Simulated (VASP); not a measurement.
# ZrS2 (P-3m1) in VASP: single point with PBE

Aim: the single point of ZrS2 with PBE.

Program: VASP 6.6.1. These are calculated values, not measurements. Logs are shortened: lines on timing, memory, paths and dates and some standing lists are left out, and cuts for length are marked.

## Step 1: The cell of the first run

The structure is trigonal, space group P-3m1 (No. 164). Conventional cell: a = 3.691 Å, b = 3.691 Å, c = 6.041 Å, α = 90.00°, β = 90.00°, γ = 120.00°. Zr (site symmetry -3m) has 6 S at 2.57 Å within 3.4 Å. S (site symmetry 3m) has 3 Zr at 2.57 Å within 3.4 Å.

## Step 2: Single point, PBE

Input file INCAR:

```
ALGO     = Normal         # electronic algorithm
EDIFF    = 1E-6           # SCF threshold, eV
ENCUT    = 500            # plane-wave cutoff, eV
GGA      = PE             # functional
GGA_COMPAT= F            
ISIF     = 2              # what is computed and relaxed
ISMEAR   = 0              # smearing method
LASPH    = T              # aspherical terms in the spheres
LCHARG   = F              # write CHGCAR
LREAL    = F              # projectors in reciprocal space
LWAVE    = F              # write WAVECAR
NBANDS   = 19             # bands
NELM     = 120            # most SCF steps
PREC     = Accurate       # precision mode
SIGMA    = 0.01           # smearing width, eV
```

Input file KPOINTS:

```
k-points
0
Gamma
  4 4 2
```

Input file POSCAR:

```
ZrS2
1.0
    3.6913830000      0.0000000000      0.0000000000
   -1.8456910000      3.1968310000      0.0000000000
    0.0000000000      0.0000000000      6.0410770000
Zr S
1 2
Direct
    0.0000000000      0.0000000000      0.0000000000
    0.6666666667      0.3333333333      0.7620900000
    0.3333333333      0.6666666667      0.2379100000
```

Potentials or basis: VASP PAW PBE potentials, release 64 (Zr_sv, S).

On the command line:

```sh
cat potpaw_PBE.64/Zr_sv/POTCAR potpaw_PBE.64/S/POTCAR > POTCAR
mpirun -np 1 vasp_std > vasp.out
```

OUTCAR:

```text
EDIFF = 1E-6
   ENCUT = 500
   GGA = PE
   ISIF = 2
   ISMEAR = 0
   LASPH = T
   LREAL = F
   NELM = 120
   PREC = Accurate

 ion  position               nearest neighbor table
   1  0.000  0.000  0.000-   3 2.57   2 2.57   3 2.57   2 2.57   2 2.57   3 2.57
   2  0.667  0.333  0.762-   1 2.57   1 2.57   1 2.57
   3  0.333  0.667  0.238-   1 2.57   1 2.57   1 2.57

  LATTYP: Found a hexagonal cell.
 ALAT       =     3.6913830000
 C/A-ratio  =     1.6365348705

  Lattice vectors:

 A1 = (   3.6913830000,   0.0000000000,   0.0000000000)
 A2 = (  -1.8456910000,   3.1968310000,   0.0000000000)
 A3 = (   0.0000000000,   0.0000000000,   6.0410770000)

Analysis of symmetry for initial positions (statically):
=====================================================================
 Subroutine PRICEL returns:
 Original cell was already a primitive cell.

 Routine SETGRP: Setting up the symmetry group for a
 hexagonal supercell.

 Subroutine GETGRP returns: Found 12 space group operations
 (whereof 12 operations were pure point group operations)
 out of a pool of 24 trial point group operations.

The static configuration has the point symmetry D_3d.

Analysis of symmetry for dynamics (positions and initial velocities):
=====================================================================
 Subroutine PRICEL returns:
 Original cell was already a primitive cell.

 Routine SETGRP: Setting up the symmetry group for a
 hexagonal supercell.

 Subroutine GETGRP returns: Found 12 space group operations
 (whereof 12 operations were pure point group operations)
 out of a pool of 24 trial point group operations.

The dynamic configuration has the point symmetry D_3d.

 Subroutine INISYM returns: Found 12 space group operations
 (whereof 12 operations are pure point group operations),
 and found     1 'primitive' translations

----------------------------------------------------------------------------------------

                                     Primitive cell

  volume of cell :      71.2891

  direct lattice vectors                    reciprocal lattice vectors
     3.691383000  0.000000000  0.000000000     0.270901177  0.156404847  0.000000000
    -1.845691000  3.196831000  0.000000000     0.000000000  0.312809779  0.000000000
     0.000000000  0.000000000  6.041077000     0.000000000  0.000000000  0.165533397

  length of vectors
     3.691383000  3.691382358  6.041077000     0.312809725  0.312809779  0.165533397

  position of ions in fractional coordinates (direct lattice)
     0.000000000  0.000000000  0.000000000
     0.666666667  0.333333333  0.762090000
     0.333333333  0.666666667  0.237910000

  ion indices of the primitive-cell ions
   primitive index   ion index
                 1           1
                 2           2
                 3           3

----------------------------------------------------------------------------------------

 KPOINTS: k-points

Automatic generation of k-mesh.
 Grid dimensions read from file:
 generate k-points for:    4    4    2

 Generating k-lattice:

  Cartesian coordinates                     Fractional coordinates (reciprocal lattice)
     0.067725294  0.039101212  0.000000000     0.250000000  0.000000000  0.000000000
     0.000000000  0.078202445  0.000000000     0.000000000  0.250000000  0.000000000
     0.000000000  0.000000000  0.082766699     0.000000000  0.000000000  0.500000000

  Length of vectors
     0.078202431  0.078202445  0.082766699

  Shift w.r.t. Gamma in fractional coordinates (k-lattice)
     0.000000000  0.000000000  0.000000000

 Subroutine IBZKPT returns following result:
 ===========================================

 Found      8 irreducible k-points:

 Following reciprocal coordinates:
            Coordinates               Weight
  0.000000  0.000000  0.000000      1.000000
  0.250000  0.000000  0.000000      6.000000
  0.500000  0.000000  0.000000      3.000000
  0.250000  0.250000  0.000000      6.000000
  0.000000  0.000000  0.500000      1.000000
  0.250000  0.000000  0.500000      6.000000
  0.500000  0.000000  0.500000      3.000000
  0.250000  0.250000  0.500000      6.000000
   k-points           NKPTS =      8   k-points in BZ     NKDIM =      8   number of bands    NBANDS=     19
   number of dos      NEDOS =    301   number of ions     NIONS =      3
   total plane-waves  NPLWV =  37632
   dimension x,y,z NGX =    28 NGY =   28 NGZ =   48
   dimension x,y,z NGXF=    56 NGYF=   56 NGZF=   96
   ions per type =               1   2
   NGX,Y,Z   is equivalent  to a cutoff of  12.61, 12.61, 13.21 a.u.
   NGXF,Y,Z  is equivalent  to a cutoff of  25.22, 25.22, 26.42 a.u.
 SYSTEM =  unknown system
   PREC   = accura    normal or accurate (medium, high low for compatibility)
   ISTART =      0    job   : 0-new  1-cont  2-samecut
   ICHARG =      2    charge: 1-file 2-atom 10-const
   ISPIN  =      1    spin polarized calculation?
   LNONCOLLINEAR =      F non collinear calculations
   LSORBIT =      F    spin-orbit coupling
   LASPH  =      T    aspherical Exc in radial PAW
   ENCUT  =  500.0 eV  36.75 Ry    6.06 a.u.   6.73  6.73 11.01*2*pi/ulx,y,z
   NELM   =    120;   NELMIN=  2; NELMDL= -5     # of ELM steps
   EDIFF  = 0.1E-05   stopping-criterion for ELM
   LREAL  =      F    real-space projection
   EDIFFG = 0.1E-04   stopping-criterion for IOM
   NSW    =      0    number of steps for IOM
   IBRION =     -1    ionic relax: 0-MD 1-quasi-New 2-CG
   NFREE  =      0    steps in history (QN), initial steepest desc. (CG)
   ISIF   =      2    stress and relaxation
   ISYM   =      2    0-nonsym 1-usesym 2-fastsym
   POTIM  = 0.5000    time-step for ionic-motion
   TEBEG  =    0.0;   TEEND  =   0.0 temperature during run
   PSTRESS=    0.0 pullay stress
   NELECT =      24.0000    total number of electrons
   NUPDOWN=      -1.0000    fix difference up-down
   EMIN   =  10.00;   EMAX   =-10.00  energy-range for DOS
   EFERMI =   0.00;   METHOD = LEGACY
   ISMEAR =     0;   SIGMA  =   0.01  broadening in eV -4-tet -1-fermi 0-gaus
   EFERMI_NEDOS =   21; number of points for ismear=-14 and -15
   IALGO  =     38    algorithm
   IMIX   =      4    mixing-type and parameters
     AMIX     =   0.40;   BMIX     =  1.00
     AMIX_MAG =   1.60;   BMIX_MAG =  1.00
  volume/ion in A,a.u.               =      23.76       160.36
  Fermi-wavevector in a.u.,A,eV,Ry     =   1.138861  2.152136 17.646827  1.297005
  Thomas-Fermi vector in A             =   2.275565
   LORBIT       =      0    0 simple, 1 ext, 2 COOP (PROOUT), +10 PAW based schemes
   GGA     = PE    functional components
   LHFCALC =     F    Hartree Fock is set to
   AEXX    =    0.0000 exact exchange contribution
   IVDW    =     0    specifies the selected vdW correction
   LEPSILON=     F    determine dielectric tensor
   LRPA    =     F    only Hartree local field effects (RPA)
 non-spin polarized calculation
 Gauss-broadening in eV      SIGMA  =   0.01
  energy-cutoff  :      500.00
  volume of cell :       71.29
 maximum number of plane-waves:      1834
 NGX is ok and might be reduce to    28
   NGX = 13   NGY = 13   NGZ = 23

 number of electron      23.9999999 magnetization

 Free energy of the ion-electron system (eV)
  ---------------------------------------------------
  ext. energy  EPLUGINS =         0.00000000
  ---------------------------------------------------
  free energy    TOTEN  =       -21.35654635 eV

  energy without entropy =      -21.35654635  energy(sigma->0) =      -21.35654635

 E-fermi :   4.1634     XC(G=0):  -9.3193

 val. band max:        4.0856773590   @ k =   0.0000   0.0000   0.0000
 cond. band min:       5.1354278733   @ k =   0.5000   0.0000   0.5000
 fundamental gap:      1.0497505143
 Fermi energy:         4.1634180657

 k-point     1 :       0.0000    0.0000    0.0000
  band No.  band energies     occupation
      1     -44.9055      2.00000
      2     -22.9673      2.00000
      3     -22.8073      2.00000
      4     -22.8073      2.00000
      5      -8.4267      2.00000
      6      -7.0328      2.00000
      7      -0.0808      2.00000
      8       1.3571      2.00000
      9       1.3571      2.00000
     10       4.0491      2.00000
     11       4.0491      2.00000
     12       4.0857      2.00000
     13       5.6933      0.00000
     14       5.6933      0.00000
     15       6.5313      0.00000
     16       9.1246      0.00000
     17       9.1246      0.00000
     18       9.9043      0.00000
     19      10.0285      0.00000

 k-point     2 :       0.2500    0.0000    0.0000
  band No.  band energies     occupation
      1     -44.8969      2.00000
      2     -22.9431      2.00000
      3     -22.9287      2.00000
      4     -22.8340      2.00000
      5      -7.8844      2.00000
      6      -7.1553      2.00000
      7       0.6145      2.00000
      8       1.0906      2.00000
      9       1.6369      2.00000
     10       1.7120      2.00000
     11       3.1534      2.00000
     12       3.7652      2.00000
     13       5.6050      0.00000
     14       6.8104      0.00000
     15       7.1331      0.00000
     16       8.9673      0.00000
     17       9.1942      0.00000
     18      11.6147      0.00000
     19      12.3668      0.00000

 k-point     3 :       0.5000    0.0000    0.0000
  band No.  band energies     occupation
      1     -44.8882      2.00000
      2     -23.0517      2.00000
      3     -22.9134      2.00000
      4     -22.8606      2.00000
      5      -7.4729      2.00000
      6      -7.0443      2.00000
      7      -0.1317      2.00000
      8       1.5737      2.00000
      9       1.6824      2.00000
     10       1.7724      2.00000
     11       2.4787      2.00000
     12       2.9704      2.00000
     13       5.3014      0.00000
     14       7.3454      0.00000
     15       7.6041      0.00000
     16       9.7913      0.00000
     17      10.0548      0.00000
     18      10.8463      0.00000
     19      12.0656      0.00000

 k-point     4 :       0.2500    0.2500    0.0000
  band No.  band energies     occupation
      1     -44.8882      2.00000
      2     -23.0042      2.00000
      3     -22.9174      2.00000
      4     -22.9057      2.00000
      5      -7.2858      2.00000
      6      -7.2406      2.00000
      7       0.5530      2.00000
      8       1.0115      2.00000
      9       1.4767      2.00000
     10       1.8608      2.00000
     11       2.0656      2.00000
     12       3.0023      2.00000
     13       6.2308      0.00000
     14       7.0272      0.00000
     15       7.4216      0.00000
     16       8.6920      0.00000
     17       9.9426      0.00000
     18      12.0440      0.00000
     19      13.1242      0.00000

 k-point     5 :       0.0000    0.0000    0.5000
  band No.  band energies     occupation
      1     -44.9056      2.00000
      2     -22.9677      2.00000
      3     -22.8073      2.00000
      4     -22.8073      2.00000
      5      -8.2389      2.00000
      6      -7.3200      2.00000
      7       0.8040      2.00000
      8       1.3842      2.00000
      9       1.3842      2.00000
     10       2.5665      2.00000
     11       3.9517      2.00000
     12       3.9517      2.00000
     13       5.6679      0.00000
     14       5.6679      0.00000
     15       6.8460      0.00000
     16       9.4103      0.00000
     17       9.4103      0.00000
     18      10.3919      0.00000
     19      11.6516      0.00000

 k-point     6 :       0.2500    0.0000    0.5000
  band No.  band energies     occupation
      1     -44.8969      2.00000
      2     -22.9433      2.00000
      3     -22.9287      2.00000
      4     -22.8340      2.00000
      5      -7.7291      2.00000
      6      -7.3392      2.00000
      7       0.5609      2.00000
      8       1.1176      2.00000
      9       1.6196      2.00000
     10       2.0714      2.00000
     11       3.1670      2.00000
     12       3.4704      2.00000
     13       5.5276      0.00000
     14       6.8541      0.00000
     15       7.4098      0.00000
     16       8.5590      0.00000
     17       9.1404      0.00000
     18      11.5709      0.00000
     19      12.4082      0.00000

 k-point     7 :       0.5000    0.0000    0.5000
  band No.  band energies     occupation
      1     -44.8882      2.00000
      2     -23.0517      2.00000
      3     -22.9135      2.00000
      4     -22.8606      2.00000
      5      -7.5366      2.00000
      6      -6.9616      2.00000
      7      -0.2346      2.00000
      8       1.0778      2.00000
      9       1.5720      2.00000
     10       1.9212      2.00000
     11       3.1632      2.00000
     12       3.3354      2.00000
     13       5.1354      0.00000
     14       7.3375      0.00000
     15       7.6022      0.00000
     16       9.4069      0.00000
     17      10.0145      0.00000
     18      10.4851      0.00000
     19      11.3507      0.00000

 k-point     8 :       0.2500    0.2500    0.5000
  band No.  band energies     occupation
      1     -44.8882      2.00000
      2     -23.0041      2.00000
      3     -22.9175      2.00000
      4     -22.9057      2.00000
      5      -7.3217      2.00000
      6      -7.2022      2.00000
      7       0.4810      2.00000
      8       0.6748      2.00000
      9       1.7242      2.00000
     10       1.9850      2.00000
     11       2.3258      2.00000
     12       2.9813      2.00000
     13       6.2772      0.00000
     14       6.6299      0.00000
     15       7.4606      0.00000
     16       8.9734      0.00000
     17       9.8767      0.00000
     18      12.2013      0.00000
     19      12.3043      0.00000

------------------------ aborting loop because EDIFF is reached ----------------------------------------

  FORCE on cell =-STRESS in cart. coord.  units (eV):
  Direction    XX          YY          ZZ          XY          YZ          ZX
  --------------------------------------------------------------------------------------
  -------------------------------------------------------------------------------------
  Total        0.2725624      0.2725623      0.4742319      0.0000000      0.0000000     -0.0000000
  in kB        6.1256660      6.1256643     10.6580598      0.0000010      0.0000000     -0.0000000
  external PRESSURE =       7.6364634 kB  Pullay stress =       0.0000000 kB

 VOLUME and BASIS-vectors are now :
 -----------------------------------------------------------------------------
  energy-cutoff  :      500.00
  volume of cell :       71.29
      direct lattice vectors                 reciprocal lattice vectors
     3.691383000  0.000000000  0.000000000     0.270901177  0.156404847  0.000000000
    -1.845691000  3.196831000  0.000000000     0.000000000  0.312809779  0.000000000
     0.000000000  0.000000000  6.041077000     0.000000000  0.000000000  0.165533397

 POSITION                                       TOTAL-FORCE (eV/Angst)
 -----------------------------------------------------------------------------------
      0.00000      0.00000      0.00000         0.000000      0.000000     -0.000000
      1.84569      1.06561      4.60384        -0.000000      0.000000     -0.026181
      0.00000      2.13122      1.43723         0.000000     -0.000000      0.026181
 -----------------------------------------------------------------------------------
    total drift:                                0.000000      0.000000     -0.000000

  FREE ENERGIE OF THE ION-ELECTRON SYSTEM (eV)
  ---------------------------------------------------
  free  energy   TOTEN  =       -21.3565463544 eV

  energy  without entropy=      -21.3565463544  energy(sigma->0) =      -21.35654635
```

Run time: 10 s. Hardware: 1 thread of Intel Xeon Platinum 8488C (Sapphire Rapids), shared host; peak memory 0.18 GiB.

What came out:

```yaml
Free_energy: -21.3565 eV
Pressure: 0.8 GPa
Largest_force: 0.026 eV/Å
Band_gap_on_the_k_mesh: 1.05 eV, indirect (least direct gap 1.61 eV)
```

Forces in eV/Å, atoms in the order of the input:
```
Zr   0.000  0.000  0.000
S    0.000  0.000 -0.026
S    0.000  0.000  0.026
```

Caveat: the k points lie up to 0.52 Å⁻¹ apart; this functional lacks dispersion, which binds the layers, so the pressure and a relaxed spacing across them are unreliable. PBE gaps usually lie below the measured ones, often by a third to a half.
